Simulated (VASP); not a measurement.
Au:

```
Au
1.0
     0.00000    2.09676    2.09676
     2.09676    0.00000    2.09676
     2.09676    2.09676    0.00000
Au
1
Direct
  0.00000 0.00000 0.00000
```

Base run:

```yaml
Program: VASP 6.6.1
Functional: PBE
Potentials_or_basis: VASP PAW PBE potentials, release 64 (Au)
Cutoff: 520 eV
k_mesh: 12 × 12 × 12
Occupations: fermi-dirac, width 0.06 eV
Spin: no spin polarisation
```

Its results: pressure -3.3 GPa.

Task: The run is repeated on the same cell with these changes: functional from PBE to LDA; potentials or basis from VASP PAW PBE potentials, release 64 (Au) to VASP PAW LDA potentials, release 64 (Au). What comes out?

Result: Pressure -14.6 GPa.
